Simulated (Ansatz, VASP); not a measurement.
Ru in VASP and in Ansatz

File INCAR:

```
SYSTEM = Ru
PREC = Accurate ; ENCUT = 520
EDIFF = 1E-6 ; ISMEAR = 0
SIGMA = 0.15 ; LREAL = .FALSE.
LASPH = .TRUE. ; NELM = 80
ALGO = Fast ; ISIF = 2
LWAVE = .FALSE. ; LCHARG = .FALSE.
GGA = PS ; NBANDS = 21
```

KPOINTS

```
Automatic mesh
0
G
  18 18 10
  0 0 0
```

The input POSCAR:

```
Ru
1.0
    2.6896847532      0.0000000000      0.0000000000
   -1.3448423766      2.3293353245      0.0000000000
    0.0000000000      0.0000000000      4.2523798378
Ru
2
Direct
    0.3433576522      0.6867153044      0.2500000000
    0.6566423478      0.3132846956      0.7500000000
```

Input for Ansatz:

```yaml
crystal:
  lattice:
    - [2.6896847532, 0.0, 0.0]
    - [-1.3448423766, 2.3293353245, 0.0]
    - [0.0, 0.0, 4.2523798378]
  atoms:
    - { symbol: Ru, position: [0.3433576522, 0.6867153044, 0.25] }
    - { symbol: Ru, position: [0.6566423478, 0.3132846956, 0.75] }
basis:
  ecutwfc: 420
kpoints:
  mp_grid: { grid: [18, 18, 10] }
hamiltonian:
  xc: pbesol
  pseudopotentials: { kind: paw, azcp: { folder: soft_1 } }
scf:
  occupations: { method: gaussian, width: 0.15 }
output:
  forces: true
  stress: true
  eigenvalues: true
```

Change from the starting cell: mode 5 frozen in at +0.047 Å, equal normal strain along x and y +0.0000.

Alike in both runs: task single point; functional PBEsol; k mesh 18 × 18 × 10; occupations gaussian, width 0.15 eV; no spin polarisation.

|  | VASP | Ansatz |
| --- | --- | --- |
| version | VASP 6.6.1 | Ansatz 0.2.0 |
| potentials or method | VASP PAW PBE potentials, release 64 (Ru_pv), cutoff 520 eV | scalar-relativistic, plane waves, PAW |
| valence electrons in the cell | 28 | 32 |

Ansatz gave:

* gap on the k mesh at the Fermi level (eV): none
* pressure (GPa): 0.5
* traceless stress, the component that is largest in VASP (GPa): -1.89
* rms of the force components (eV/Å): 0.396

Q: What did VASP give for the same quantities?

A: gap on the k mesh at the Fermi level (eV): none; pressure (GPa): 0.4; traceless stress, the component that is largest in VASP (GPa): -1.91; rms of the force components (eV/Å): 0.395.

VASP's potentials were made for PBE, not for PBEsol, and Ansatz warns of the same on its side. Atom by atom the forces differ by 0.000 eV/Å (rms over components). A gap of «none» marks a metal or a gap that the smearing closes. VASP's potentials hold 28 valence electrons a cell and Ansatz's 32, so a difference there can come from the potentials and not from the codes.
